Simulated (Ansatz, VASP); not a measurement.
# One calculation of CdSe, two programs

```
CELL_PARAMETERS angstrom
-2.19099 2.19099 3.09519
2.19099 -2.19099 3.09519
2.19099 2.19099 -3.09519
ATOMIC_POSITIONS crystal
Cd 0.00000 0.00000 0.00000
Se 0.25000 0.75000 0.50000
```

Alike in both runs: task single point; functional r2SCAN; k mesh 12 × 12 × 12; occupations gaussian, width 0.02 eV; no spin polarisation.

|  | VASP | Ansatz |
| --- | --- | --- |
| version | VASP 6.6.1 | Ansatz 0.2.0 |
| potentials or method | VASP PAW PBE potentials, release 64 (Cd, Se), cutoff 520 eV | scalar-relativistic, plane waves, PAW |
| valence electrons in the cell | 18 | 36 |

```tsv
	VASP	Ansatz	Ansatz less VASP
gap on the k mesh at the Fermi level (eV)	0.96	0.97	+0.011
least direct gap on the mesh (eV)	0.96	0.97	+0.011
pressure (GPa)	-1.2	-1.4	-0.21
```

VASP's potentials were made for PBE, not for r2SCAN. With one functional, cell and mesh, what is left measures potentials, basis and numerics. VASP's potentials hold 18 valence electrons a cell and Ansatz's 36, so a difference there can come from the potentials and not from the codes.
